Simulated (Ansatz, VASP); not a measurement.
**One calculation of MnS, two programs**

```
Mn S
1.0
     0.00000    2.83838    2.83838
     2.83838    0.00000    2.83838
     2.83838    2.83838    0.00000
Mn S
1 1
Direct
  0.00000 0.00000 0.00000
  0.25000 0.25000 0.25000
```

Change from the starting cell: volume scaled by 1.02, PAW files.

Alike in both runs: task electric field gradients; functional PBE; k mesh 12 × 12 × 12; occupations fermi-dirac, width 0.05 eV; collinear spin.

|  | VASP | Ansatz |
| --- | --- | --- |
| version | VASP 6.6.1 | Ansatz 0.2.0 |
| potentials or method | VASP PAW PBE potentials, release 64 (Mn_pv, S) | PAW with Ansatz's default frozen-core files, scalar-relativistic |
| plane-wave cutoff (eV) | 520 | 420 |
| valence electrons in the cell | 19 | 21 |

Ansatz gave:

- pressure (GPa): -1.0
- net moment per atom (μB): 2.49
- size of the moment on the site where the two differ most (μB): 4.23

Task: Estimate VASP's values.

Result: Pressure (GPa): -0.9; net moment per atom (μB): 2.49; size of the moment on the site where the two differ most (μB): 4.38.

Site moments also hang on the region over which each program counts them. The functional is the same, so the differences come from potentials, cutoffs and numerics. VASP's potentials hold 19 valence electrons a cell and Ansatz's 21, so a difference there can come from the potentials and not from the codes.
